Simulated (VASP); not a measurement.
# TlBr (Pm-3m) in VASP: further runs

The runs below take TlBr through single point, with PBEsol, HSE06.

Everything below comes from runs of VASP 6.6.1. Logs are shortened: lines on timing, memory, paths and dates and some standing lists are left out, and cuts for length are marked.

### Step 1. The cell of the first run

Symmetry: Pm-3m, No. 221, cubic system. Conventional cell: a = 3.946 Å, b = 3.946 Å, c = 3.946 Å, α = 90.00°, β = 90.00°, γ = 90.00°. Within 4.5 Å of Tl (site symmetry m-3m) lie 8 Br at 3.42 Å and 6 Tl at 3.95 Å. Br (site symmetry m-3m) has 8 Tl at 3.42 Å and 6 Br at 3.95 Å within 4.5 Å.

### Step 2. Single point, PBEsol

Contents of INCAR:

```
SYSTEM = TlBr
PREC = Accurate
ENCUT = 500
EDIFF = 1E-6
ISMEAR = 0
SIGMA = 0.01
LREAL = .FALSE.
LASPH = .TRUE.
NELM = 120
ALGO = Normal
ISIF = 2
LWAVE = .FALSE.
LCHARG = .TRUE.
GGA = PS
LELF = .TRUE.
LVHAR = .TRUE.
NBANDS = 17
GGA_COMPAT = .FALSE.
```

Contents of KPOINTS:

```
Automatic mesh
0
G
  4 4 4
  0 0 0
```

Contents of POSCAR:

```
TlBr
1.0
    3.9461933093      0.0000000000      0.0000000000
    0.0000000000      3.9461933093      0.0000000000
    0.0000000000      0.0000000000      3.9461933093
Tl Br
1 1
Direct
    0.0000000000      0.0000000000      0.0000000000
    0.5000000000      0.5000000000      0.5000000000
```

Potentials or basis: VASP PAW PBE potentials, release 64 (Tl_d, Br).

Command:

```sh
$ cat potpaw_PBE.64/Tl_d/POTCAR potpaw_PBE.64/Br/POTCAR > POTCAR
$ mpirun -np 1 vasp_std > vasp.out
```

OUTCAR:

```text
SYSTEM = TlBr
   PREC = Accurate
   ENCUT = 500
   EDIFF = 1E-6
   ISMEAR = 0
   LREAL = .FALSE.
   LASPH = .TRUE.
   NELM = 120
   ISIF = 2
   GGA = PS

 ion  position               nearest neighbor table
   1  0.000  0.000  0.000-   2 3.42   2 3.42   2 3.42   2 3.42   2 3.42   2 3.42   2 3.42   2 3.42

   2  0.500  0.500  0.500-   1 3.42   1 3.42   1 3.42   1 3.42   1 3.42   1 3.42   1 3.42   1 3.42

  LATTYP: Found a simple cubic cell.
 ALAT       =     3.9461933093

  Lattice vectors:

 A1 = (   3.9461933093,   0.0000000000,   0.0000000000)
 A2 = (   0.0000000000,   3.9461933093,   0.0000000000)
 A3 = (   0.0000000000,   0.0000000000,   3.9461933093)

Analysis of symmetry for initial positions (statically):
=====================================================================
 Subroutine PRICEL returns:
 Original cell was already a primitive cell.

 Routine SETGRP: Setting up the symmetry group for a
 simple cubic supercell.

 Subroutine GETGRP returns: Found 48 space group operations
 (whereof 48 operations were pure point group operations)
 out of a pool of 48 trial point group operations.

The static configuration has the point symmetry O_h .

Analysis of symmetry for dynamics (positions and initial velocities):
=====================================================================
 Subroutine PRICEL returns:
 Original cell was already a primitive cell.

 Routine SETGRP: Setting up the symmetry group for a
 simple cubic supercell.

 Subroutine GETGRP returns: Found 48 space group operations
 (whereof 48 operations were pure point group operations)
 out of a pool of 48 trial point group operations.

The dynamic configuration has the point symmetry O_h .

 Subroutine INISYM returns: Found 48 space group operations
 (whereof 48 operations are pure point group operations),
 and found     1 'primitive' translations

----------------------------------------------------------------------------------------

                                     Primitive cell

  volume of cell :      61.4519

  direct lattice vectors                    reciprocal lattice vectors
     3.946193309  0.000000000  0.000000000     0.253408772  0.000000000  0.000000000
     0.000000000  3.946193309  0.000000000     0.000000000  0.253408772  0.000000000
     0.000000000  0.000000000  3.946193309     0.000000000  0.000000000  0.253408772

  length of vectors
     3.946193309  3.946193309  3.946193309     0.253408772  0.253408772  0.253408772

[... 64 lines left out ...]
   NELM   =    120;   NELMIN=  2; NELMDL= -5     # of ELM steps
   EDIFF  = 0.1E-05   stopping-criterion for ELM
   LREAL  =      F    real-space projection
   EDIFFG = 0.1E-04   stopping-criterion for IOM
   NSW    =      0    number of steps for IOM
   IBRION =     -1    ionic relax: 0-MD 1-quasi-New 2-CG
   NFREE  =      0    steps in history (QN), initial steepest desc. (CG)
   ISIF   =      2    stress and relaxation
   ISYM   =      2    0-nonsym 1-usesym 2-fastsym
   POTIM  = 0.5000    time-step for ionic-motion
   TEBEG  =    0.0;   TEEND  =   0.0 temperature during run
   PSTRESS=    0.0 pullay stress
   NELECT =      20.0000    total number of electrons
   NUPDOWN=      -1.0000    fix difference up-down
   EMIN   =  10.00;   EMAX   =-10.00  energy-range for DOS
   EFERMI =   0.00;   METHOD = LEGACY
   ISMEAR =     0;   SIGMA  =   0.01  broadening in eV -4-tet -1-fermi 0-gaus
   EFERMI_NEDOS =   21; number of points for ismear=-14 and -15
   IALGO  =     38    algorithm
   IMIX   =      4    mixing-type and parameters
     AMIX     =   0.40;   BMIX     =  1.00
     AMIX_MAG =   1.60;   BMIX_MAG =  1.00
  volume/ion in A,a.u.               =      30.73       207.35
  Fermi-wavevector in a.u.,A,eV,Ry     =   1.126090  2.128002 17.253261  1.268079
  Thomas-Fermi vector in A             =   2.262770
   LORBIT       =      0    0 simple, 1 ext, 2 COOP (PROOUT), +10 PAW based schemes
   GGA     = PS    functional components
   LHFCALC =     F    Hartree Fock is set to
   AEXX    =    0.0000 exact exchange contribution
   IVDW    =     0    specifies the selected vdW correction
   LEPSILON=     F    determine dielectric tensor
   LRPA    =     F    only Hartree local field effects (RPA)
 non-spin polarized calculation
 Gauss-broadening in eV      SIGMA  =   0.01
  energy-cutoff  :      500.00
  volume of cell :       61.45
 maximum number of plane-waves:      1596
 NGX is ok and might be reduce to    30
   NGX = 15   NGY = 15   NGZ = 15

 number of electron      20.0000001 magnetization

 Free energy of the ion-electron system (eV)
  ---------------------------------------------------
  ext. energy  EPLUGINS =         0.00000000
  ---------------------------------------------------
  free energy    TOTEN  =        -6.01387209 eV

  energy without entropy =       -6.01387209  energy(sigma->0) =       -6.01387209

 E-fermi :   2.6638     XC(G=0):  -9.3018

 val. band max:        2.5386369110   @ k =   0.5000   0.0000   0.0000
 cond. band min:       4.1926063889   @ k =   0.5000   0.0000   0.0000
 fundamental gap:      1.6539694778
 Fermi energy:         2.6638484658

 k-point     1 :       0.0000    0.0000    0.0000
  band No.  band energies     occupation
      1     -11.3646      2.00000
      2      -7.5911      2.00000
      3      -7.5911      2.00000
      4      -7.3977      2.00000
      5      -7.3977      2.00000
      6      -7.3977      2.00000
[... 177 lines left out ...]
      4      -7.5516      2.00000
      5      -7.3346      2.00000
      6      -7.3346      2.00000
[... 9 lines left out ...]
     16      15.3493      0.00000
     17      18.8529      0.00000

------------------------ aborting loop because EDIFF is reached ----------------------------------------

  FORCE on cell =-STRESS in cart. coord.  units (eV):
  Direction    XX          YY          ZZ          XY          YZ          ZX
  --------------------------------------------------------------------------------------
  -------------------------------------------------------------------------------------
  Total       -0.1856147     -0.1856147     -0.1856147     -0.0000000     -0.0000000      0.0000000
  in kB       -4.8393584     -4.8393584     -4.8393584     -0.0000000     -0.0000000      0.0000000
  external PRESSURE =      -4.8393584 kB  Pullay stress =       0.0000000 kB

 VOLUME and BASIS-vectors are now :
 -----------------------------------------------------------------------------
  energy-cutoff  :      500.00
  volume of cell :       61.45
      direct lattice vectors                 reciprocal lattice vectors
     3.946193309  0.000000000  0.000000000     0.253408772  0.000000000  0.000000000
     0.000000000  3.946193309  0.000000000     0.000000000  0.253408772  0.000000000
     0.000000000  0.000000000  3.946193309     0.000000000  0.000000000  0.253408772

 POSITION                                       TOTAL-FORCE (eV/Angst)
 -----------------------------------------------------------------------------------
      0.00000      0.00000      0.00000         0.000000      0.000000      0.000000
      1.97310      1.97310      1.97310         0.000000      0.000000      0.000000
 -----------------------------------------------------------------------------------
    total drift:                                0.000000     -0.000000     -0.000000

  FREE ENERGIE OF THE ION-ELECTRON SYSTEM (eV)
  ---------------------------------------------------
  free  energy   TOTEN  =        -6.0138720911 eV

  energy  without entropy=       -6.0138720911  energy(sigma->0) =       -6.01387209
```

OSZICAR:

```text
N       E                     dE             d eps       ncg     rms          rms(c)
DAV:   1     0.977353343510E+02    0.97735E+02   -0.94435E+03   340   0.984E+02
DAV:   2    -0.231820715062E+01   -0.10005E+03   -0.97585E+02   426   0.220E+02
DAV:   3    -0.621935827218E+01   -0.39012E+01   -0.38918E+01   392   0.377E+01
DAV:   4    -0.624238438645E+01   -0.23026E-01   -0.23023E-01   421   0.347E+00
DAV:   5    -0.624260076267E+01   -0.21638E-03   -0.21637E-03   387   0.333E-01    0.296E+00
DAV:   6    -0.603666208711E+01    0.20594E+00   -0.31578E-01   368   0.292E+00    0.168E+00
DAV:   7    -0.601466415607E+01    0.21998E-01   -0.96361E-02   359   0.140E+00    0.867E-01
DAV:   8    -0.601404163333E+01    0.62252E-03   -0.12588E-02   379   0.726E-01    0.179E-01
DAV:   9    -0.601380961890E+01    0.23201E-03   -0.10245E-03   367   0.177E-01    0.633E-02
DAV:  10    -0.601387450195E+01   -0.64883E-04   -0.13500E-04   353   0.630E-02    0.194E-02
DAV:  11    -0.601387182561E+01    0.26763E-05   -0.12628E-05   431   0.225E-02    0.485E-03
DAV:  12    -0.601387209111E+01   -0.26550E-06   -0.10846E-06   285   0.590E-03
   1 F= -.60138721E+01 E0= -.60138721E+01  d E =-.215758E-71
```

stdout:

```text
POSCAR found type information on POSCAR TlBr
 POSCAR found :  2 types and       2 ions
 scaLAPACK will be used
 -----------------------------------------------------------------------------
|                                                                             |
|                                                                             |
|     You enforced a specific xc type in the INCAR file but a different       |
|     I HOPE YOU KNOW WHAT YOU ARE DOING!                                     |
|                                                                             |
 -----------------------------------------------------------------------------

 LDA part: xc-table for (Slater+PW92), standard interpolation
 POSCAR, INCAR and KPOINTS ok, starting setup
 FFT: planning ... GRIDC
 FFT: planning ... GRID_SOFT
 FFT: planning ... GRID
 WAVECAR not read
 entering main loop
```

Wall time 13 s (1 thread of Intel Xeon 8259CL, shared host); peak memory 0.17 GiB.

Results:

* Free energy: -6.0139 eV
* Pressure: -0.5 GPa
* Band gap on the k mesh: 1.65 eV

Caveat: the PAW data sets were made with another functional, which shifts forces and pressure a little; spin-orbit coupling is left out, which moves the levels of the heavy elements.

### Step 3. Single point, HSE06

POSCAR is that of step 2.

Contents of INCAR.step1:

```
SYSTEM = TlBr
ALGO = Normal
EDIFF = 1E-5
ENCUT = 400
GGA = PE
GGA_COMPAT = .FALSE.
ISIF = 2
ISMEAR = 0
LASPH = .TRUE.
LREAL = .FALSE.
LWAVE = .TRUE.
NBANDS = 17
NELM = 120
PREC = Accurate
SIGMA = 0.01
```

Contents of INCAR.step2:

```
SYSTEM = TlBr
ALGO = Normal
EDIFF = 1E-6
ENCUT = 400
GGA = PE
GGA_COMPAT = .FALSE.
HFSCREEN = 0.2079
ISIF = 2
ISMEAR = 0
ISTART = 1
LASPH = .TRUE.
LCHARG = .TRUE.
LELF = .TRUE.
LHFCALC = .TRUE.
LREAL = .FALSE.
LVHAR = .TRUE.
LWAVE = .FALSE.
NBANDS = 17
NELM = 120
PREC = Accurate
PRECFOCK = Normal
SIGMA = 0.01
```

Contents of KPOINTS:

```
k-points
0
G
  4 4 4
  0 0 0
```

Potentials or basis: VASP PAW PBE potentials, release 64 (Tl_d, Br).

Command:

```sh
$ cat potpaw_PBE.64/Tl_d/POTCAR potpaw_PBE.64/Br/POTCAR > POTCAR
$ cp INCAR.step1 INCAR
$ mpirun -np 1 vasp_std > vasp.out
$ cp INCAR.step2 INCAR
$ mpirun -np 1 vasp_std > vasp.out
```

Wall time 13 min (1 thread of Intel Xeon 8259CL, shared host); peak memory 0.26 GiB.

It converged, with:

```
Free energy            : -6.5644 eV
Pressure               : 1.6 GPa
Band gap on the k mesh : 2.47 eV
```

Levels at points of the mesh, in eV from the valence-band top:
| k point | band 8 | band 9 | band 10 | band 11 | band 12 | band 13 |
| --- | --- | --- | --- | --- | --- | --- |
| (0.00, 0.00, 0.00) | -1.74 | -1.74 | -1.74 | 7.75 | 7.75 | 8.38 |
| (0.50, 0.00, 0.00) | -1.19 | -1.19 | 0.00 | 2.47 | 6.66 | 6.66 |
| (0.50, 0.50, 0.00) | -3.54 | -3.54 | -1.09 | 5.75 | 5.75 | 8.55 |
| (0.50, 0.50, 0.50) | -2.45 | -2.45 | -2.45 | 2.70 | 2.70 | 2.70 |

Caveat: the PAW data sets were made with another functional, which shifts forces and pressure a little; spin-orbit coupling is left out, which moves the levels of the heavy elements. A k mesh can miss the band edges.
